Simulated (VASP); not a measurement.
# MgO (P6_3mc) in VASP: further runs

The runs below take MgO through single point, with LDA.

All numbers are computed with VASP 6.6.1; they aren't measurements. Logs are shortened: lines on timing, memory, paths and dates and some standing lists are left out, and cuts for length are marked.

### 1 The cell of the first run

The structure is hexagonal, space group P6_3mc (No. 186). The conventional cell has a = 3.308 Å, b = 3.308 Å, c = 5.033 Å, α = 90.00°, β = 90.00°, γ = 120.00°. Mg (site symmetry 3m) has 4 O at 1.97 to 2.01 Å within 2.6 Å. Within 2.6 Å of O (site symmetry 3m) lie 4 Mg at 1.97 to 2.01 Å.

### 2 Single point, LDA

Input file INCAR:

```
SYSTEM = MgO
  ALGO = Normal
  EDIFF = 1E-7
  ENCUT = 520
  GGA = CA
  ISIF = 2
  ISMEAR = -1
  LASPH = .TRUE.
  LCHARG = .FALSE.
  LREAL = .FALSE.
  LWAVE = .FALSE.
  NBANDS = 16
  NELM = 80
  PREC = Accurate
  SIGMA = 0.02
```

Input file KPOINTS:

```
k-points
0
G
  7 7 4
  0 0 0
```

Input file POSCAR:

```
MgO
1.0
    3.3077869900      0.0000000000      0.0000000000
   -1.6538934900      2.8646275600      0.0000000000
    0.0000000000      0.0000000000      5.0327104867
Mg O
2 2
Direct
    0.3333333333      0.6666666667      0.0021597400
    0.6666666667      0.3333333333      0.5021597400
    0.3333333333      0.6666666667      0.4024402600
    0.6666666667      0.3333333333      0.9024402600
```

Potentials or basis: VASP PAW LDA potentials, release 64 (Mg, O).

Started as:

```console
$ cat potpaw_LDA.64/Mg/POTCAR potpaw_LDA.64/O/POTCAR > POTCAR
$ mpirun -np 1 vasp_std > vasp.out
```

OUTCAR:

```text
SYSTEM = MgO
   EDIFF = 1E-7
   ENCUT = 520
   GGA = CA
   ISIF = 2
   ISMEAR = -1
   LASPH = .TRUE.
   LREAL = .FALSE.
   NELM = 80
   PREC = Accurate

 ion  position               nearest neighbor table
   1  0.333  0.667  0.002-   4 1.97   4 1.97   4 1.97   3 2.01   2 3.16   2 3.16   2 3.16   2 3.16
                             2 3.16   2 3.16
   2  0.667  0.333  0.502-   3 1.97   3 1.97   3 1.97   4 2.01   1 3.16   1 3.16   1 3.16   1 3.16
                             1 3.16   1 3.16
   3  0.333  0.667  0.402-   2 1.97   2 1.97   2 1.97   1 2.01
   4  0.667  0.333  0.902-   1 1.97   1 1.97   1 1.97   2 2.01

  LATTYP: Found a hexagonal cell.
 ALAT       =     3.3077869900
 C/A-ratio  =     1.5214735719

  Lattice vectors:

 A1 = (   3.3077869900,   0.0000000000,   0.0000000000)
 A2 = (  -1.6538934900,   2.8646275600,   0.0000000000)
 A3 = (   0.0000000000,   0.0000000000,   5.0327104867)

Analysis of symmetry for initial positions (statically):
=====================================================================
 Subroutine PRICEL returns:
 Original cell was already a primitive cell.

 Routine SETGRP: Setting up the symmetry group for a
 hexagonal supercell.

 Subroutine GETGRP returns: Found 12 space group operations
 (whereof  6 operations were pure point group operations)
 out of a pool of 24 trial point group operations.

The static configuration has the point symmetry C_3v.
 The point group associated with its full space group is C_6v.

Analysis of symmetry for dynamics (positions and initial velocities):
=====================================================================
 Subroutine PRICEL returns:
 Original cell was already a primitive cell.

 Routine SETGRP: Setting up the symmetry group for a
 hexagonal supercell.

 Subroutine GETGRP returns: Found 12 space group operations
 (whereof  6 operations were pure point group operations)
 out of a pool of 24 trial point group operations.

The dynamic configuration has the point symmetry C_3v.
 The point group associated with its full space group is C_6v.

 Subroutine INISYM returns: Found 12 space group operations
 (whereof  6 operations are pure point group operations),
 and found     1 'primitive' translations

----------------------------------------------------------------------------------------

                                     Primitive cell

  volume of cell :      47.6878

  direct lattice vectors                    reciprocal lattice vectors
     3.307786990  0.000000000  0.000000000     0.302316928  0.174542759  0.000000000
    -1.653893490  2.864627560  0.000000000     0.000000000  0.349085520  0.000000000
     0.000000000  0.000000000  5.032710487     0.000000000  0.000000000  0.198700085

  length of vectors
     3.307786990  3.307786984  5.032710487     0.349085519  0.349085520  0.198700085

  position of ions in fractional coordinates (direct lattice)
     0.333333333  0.666666667  0.002159740
     0.666666667  0.333333333  0.502159740
     0.333333333  0.666666667  0.402440260
     0.666666667  0.333333333  0.902440260

  ion indices of the primitive-cell ions
   primitive index   ion index
                 1           1
                 2           2
                 3           3
                 4           4

----------------------------------------------------------------------------------------

 KPOINTS: k-points

Automatic generation of k-mesh.
 Grid dimensions read from file:
 generate k-points for:    7    7    4

 Generating k-lattice:

  Cartesian coordinates                     Fractional coordinates (reciprocal lattice)
     0.043188133  0.024934680  0.000000000     0.142857143  0.000000000  0.000000000
     0.000000000  0.049869360  0.000000000     0.000000000  0.142857143  0.000000000
     0.000000000  0.000000000  0.049675021     0.000000000  0.000000000  0.250000000

  Length of vectors
     0.049869360  0.049869360  0.049675021

  Shift w.r.t. Gamma in fractional coordinates (k-lattice)
     0.000000000  0.000000000  0.000000000

 Subroutine IBZKPT returns following result:
 ===========================================

 Found     24 irreducible k-points:

 Following reciprocal coordinates:
            Coordinates               Weight
  0.000000  0.000000  0.000000      1.000000
  0.142857  0.000000  0.000000      6.000000
  0.285714  0.000000  0.000000      6.000000
  0.428571 -0.000000  0.000000      6.000000
  0.142857  0.142857  0.000000      6.000000
  0.285714  0.142857  0.000000     12.000000
[... 16 lines left out ...]
  0.428571  0.142857  0.500000      6.000000
  0.285714  0.285714  0.500000      6.000000
   k-points           NKPTS =     24   k-points in BZ     NKDIM =     24   number of bands    NBANDS=     16
   number of dos      NEDOS =    301   number of ions     NIONS =      4
   total plane-waves  NPLWV =  31360
   dimension x,y,z NGX =    28 NGY =   28 NGZ =   40
   dimension x,y,z NGXF=    56 NGYF=   56 NGZF=   80
   ions per type =               2   2
   NGX,Y,Z   is equivalent  to a cutoff of  14.07, 14.07, 13.21 a.u.
   NGXF,Y,Z  is equivalent  to a cutoff of  28.15, 28.15, 26.43 a.u.
 SYSTEM =  MgO
   PREC   = accura    normal or accurate (medium, high low for compatibility)
   ISTART =      0    job   : 0-new  1-cont  2-samecut
   ICHARG =      2    charge: 1-file 2-atom 10-const
   ISPIN  =      1    spin polarized calculation?
   LNONCOLLINEAR =      F non collinear calculations
   LSORBIT =      F    spin-orbit coupling
   LASPH  =      T    aspherical Exc in radial PAW
   ENCUT  =  520.0 eV  38.22 Ry    6.18 a.u.   6.15  6.15  9.36*2*pi/ulx,y,z
   NELM   =     80;   NELMIN=  2; NELMDL= -5     # of ELM steps
   EDIFF  = 0.1E-06   stopping-criterion for ELM
   LREAL  =      F    real-space projection
   EDIFFG = 0.1E-05   stopping-criterion for IOM
   NSW    =      0    number of steps for IOM
   IBRION =     -1    ionic relax: 0-MD 1-quasi-New 2-CG
   NFREE  =      0    steps in history (QN), initial steepest desc. (CG)
   ISIF   =      2    stress and relaxation
   ISYM   =      2    0-nonsym 1-usesym 2-fastsym
   POTIM  = 0.5000    time-step for ionic-motion
   TEBEG  =    0.0;   TEEND  =   0.0 temperature during run
   PSTRESS=    0.0 pullay stress
   NELECT =      16.0000    total number of electrons
   NUPDOWN=      -1.0000    fix difference up-down
   EMIN   =  10.00;   EMAX   =-10.00  energy-range for DOS
   EFERMI =   0.00;   METHOD = LEGACY
   ISMEAR =    -1;   SIGMA  =   0.02  broadening in eV -4-tet -1-fermi 0-gaus
   EFERMI_NEDOS =   21; number of points for ismear=-14 and -15
   IALGO  =     38    algorithm
   IMIX   =      4    mixing-type and parameters
     AMIX     =   0.40;   BMIX     =  1.00
     AMIX_MAG =   1.60;   BMIX_MAG =  1.00
  volume/ion in A,a.u.               =      11.92        80.45
  Fermi-wavevector in a.u.,A,eV,Ry     =   1.137572  2.149700 17.606896  1.294070
  Thomas-Fermi vector in A             =   2.274277
   LORBIT       =      0    0 simple, 1 ext, 2 COOP (PROOUT), +10 PAW based schemes
   GGA     = CA    functional components
   LHFCALC =     F    Hartree Fock is set to
   AEXX    =    0.0000 exact exchange contribution
   IVDW    =     0    specifies the selected vdW correction
   LEPSILON=     F    determine dielectric tensor
   LRPA    =     F    only Hartree local field effects (RPA)
 non-spin polarized calculation
  energy-cutoff  :      520.00
  volume of cell :       47.69
 maximum number of plane-waves:      1303
 NGX is ok and might be reduce to    28
   NGX = 13   NGY = 13   NGZ = 19

 number of electron      15.9999998 magnetization

 Free energy of the ion-electron system (eV)
  ---------------------------------------------------
  ext. energy  EPLUGINS =         0.00000000
  ---------------------------------------------------
  free energy    TOTEN  =       -26.21121397 eV

  energy without entropy =      -26.21121397  energy(sigma->0) =      -26.21121397

 E-fermi :   1.1596     XC(G=0): -10.2266

 val. band max:        0.7534630489   @ k =   0.0000   0.0000   0.0000
 cond. band min:       4.0721706138   @ k =   0.0000   0.0000   0.0000
 fundamental gap:      3.3187075649
 Fermi energy:         1.1596301997

 k-point     1 :       0.0000    0.0000    0.0000
  band No.  band energies     occupation
      1     -15.1799      2.00000
      2     -14.3547      2.00000
      3      -2.5675      2.00000
      4      -0.0077      2.00000
      5      -0.0077      2.00000
      6       0.3237      2.00000
[... 8 lines left out ...]
     15      16.8537      0.00000
     16      16.8537      0.00000

 k-point     2 :       0.1429    0.0000    0.0000
  band No.  band energies     occupation
      1     -15.0758      2.00000
      2     -14.3193      2.00000
      3      -2.3686      2.00000
      4      -0.5241      2.00000
      5      -0.2165      2.00000
      6      -0.1348      2.00000
[... 8 lines left out ...]
     15      16.1709      0.00000
     16      16.5218      0.00000

 k-point     3 :       0.2857    0.0000    0.0000
  band No.  band energies     occupation
      1     -14.8169      2.00000
      2     -14.2551      2.00000
      3      -1.8396      2.00000
      4      -1.5870      2.00000
      5      -0.9321      2.00000
      6      -0.3641      2.00000
[... 8 lines left out ...]
     15      15.0664      0.00000
     16      15.8579      0.00000

 k-point     4 :       0.4286   -0.0000    0.0000
  band No.  band energies     occupation
      1     -14.5561      2.00000
      2     -14.2460      2.00000
      3      -2.2946      2.00000
      4      -1.4243      2.00000
      5      -1.1546      2.00000
      6      -0.5211      2.00000
[... 8 lines left out ...]
     15      14.4990      0.00000
     16      16.3068      0.00000
[... 324 lines left out ...]
 k-point    22 :       0.2857    0.1429    0.5000
  band No.  band energies     occupation
      1     -14.4275      2.00000
      2     -14.4275      2.00000
      3      -2.1203      2.00000
      4      -2.1203      2.00000
      5      -0.5250      2.00000
      6      -0.5250      2.00000
[... 8 lines left out ...]
     15      15.7181      0.00000
     16      15.7181      0.00000

 k-point    23 :       0.4286    0.1429    0.5000
  band No.  band energies     occupation
      1     -14.3544      2.00000
      2     -14.3544      2.00000
      3      -2.2795      2.00000
      4      -2.2795      2.00000
      5      -0.6746      2.00000
      6      -0.6746      2.00000
[... 8 lines left out ...]
     15      15.8253      0.00000
     16      15.8253      0.00000

 k-point    24 :       0.2857    0.2857    0.5000
  band No.  band energies     occupation
      1     -14.3377      2.00000
      2     -14.3377      2.00000
      3      -2.0175      2.00000
      4      -2.0175      2.00000
      5      -1.1615      2.00000
      6      -1.1615      2.00000
[... 8 lines left out ...]
     15      16.1750      0.00000
     16      16.1750      0.00000

------------------------ aborting loop because EDIFF is reached ----------------------------------------

  FORCE on cell =-STRESS in cart. coord.  units (eV):
  Direction    XX          YY          ZZ          XY          YZ          ZX
  --------------------------------------------------------------------------------------
  -------------------------------------------------------------------------------------
  Total       -1.8068922     -1.8068922     -2.0635555     -0.0000000     -0.0000000      0.0000000
  in kB      -60.7064975    -60.7064973    -69.3296624     -0.0000001     -0.0000000      0.0000000
  external PRESSURE =     -63.5808858 kB  Pullay stress =       0.0000000 kB

 VOLUME and BASIS-vectors are now :
 -----------------------------------------------------------------------------
  energy-cutoff  :      520.00
  volume of cell :       47.69
      direct lattice vectors                 reciprocal lattice vectors
     3.307786990  0.000000000  0.000000000     0.302316928  0.174542759  0.000000000
    -1.653893490  2.864627560  0.000000000     0.000000000  0.349085520  0.000000000
     0.000000000  0.000000000  5.032710487     0.000000000  0.000000000  0.198700085

 POSITION                                       TOTAL-FORCE (eV/Angst)
 -----------------------------------------------------------------------------------
      0.00000      1.90975      0.01087        -0.000000     -0.000000      0.146823
      1.65389      0.95488      2.52722         0.000000     -0.000000      0.146823
      0.00000      1.90975      2.02537         0.000000     -0.000000     -0.146823
      1.65389      0.95488      4.54172        -0.000000      0.000000     -0.146823
 -----------------------------------------------------------------------------------
    total drift:                               -0.000000      0.000000      0.001218

  FREE ENERGIE OF THE ION-ELECTRON SYSTEM (eV)
  ---------------------------------------------------
  free  energy   TOTEN  =       -26.2112139746 eV

  energy  without entropy=      -26.2112139746  energy(sigma->0) =      -26.21121397
```

Run time: 27 s. Hardware: 1 thread of Intel Xeon 8259CL, shared host; peak memory 0.16 GiB.

Results:

- Free energy: -26.2112 eV
- Pressure: -6.4 GPa
- Largest force: 0.147 eV/Å
- Band gap on the k mesh: 3.32 eV, direct

Forces on the atoms (eV/Å):
```
Mg   0.000  0.000  0.147
Mg   0.000  0.000  0.147
O    0.000  0.000 -0.147
O    0.000  0.000 -0.147
```

Stress tensor (GPa, compression positive):
```
-6.07  0.00  0.00
 0.00 -6.07  0.00
 0.00  0.00 -6.93
```

### 3 Single point, LDA

This run uses another cell than the first one, of 12.04 Å³/atom, 1.010 times its volume.

Input file INCAR:

```
PREC = Accurate ; ENCUT = 520
EDIFF = 1E-6 ; ISMEAR = -1
SIGMA = 0.02 ; LREAL = False
LASPH = True ; NELM = 60
ALGO = Normal ; ISIF = 2
LWAVE = False ; LCHARG = True
LELF = True ; LVHAR = True
NBANDS = 16
```

Input file KPOINTS:

```
Automatic mesh
0
Gamma
  7 7 4
```

Edit POSCAR of step 2 so:

```diff
@@ -4,3 +4,3 @@
    -1.6538934900      2.8646275600      0.0000000000
-    0.0000000000      0.0000000000      5.0327104867
+    0.0000000000      0.0000000000      5.0825393034
 Mg O
```

Potentials or basis: VASP PAW LDA potentials, release 64 (Mg, O).

Started as:

```console
$ cat potpaw_LDA.64/Mg/POTCAR potpaw_LDA.64/O/POTCAR > POTCAR
$ mpirun -np 1 vasp_std > vasp.out
```

It took 33 s on 1 thread of Intel Xeon 8259CL, shared host; peak memory 0.16 GiB.

Results (log left out):

- Free energy: -26.1885 eV
- Pressure: -7.2 GPa
- Largest force: 0.229 eV/Å
- Band gap on the k mesh: 3.28 eV, direct

Forces in eV/Å, atoms in the order of the input:
```
Mg   0.000  0.000  0.229
Mg   0.000  0.000  0.229
O    0.000  0.000 -0.229
O    0.000  0.000 -0.229
```

Stress tensor (GPa, compression positive):
```
-6.47  0.00  0.00
 0.00 -6.47  0.00
 0.00  0.00 -8.74
```

Levels at points of the mesh, in eV from the valence-band top:
```csv
k point,band 6,band 7,band 8,band 9,band 10,band 11
"(0.00, 0.00, 0.00)",-0.41,-0.41,0.00,3.28,8.23,9.92
"(0.00, 0.00, 0.50)",-0.57,-0.57,-0.57,5.76,5.76,12.69
```

Expect the measured gap to be larger: semilocal functionals such as LDA lack the derivative discontinuity.
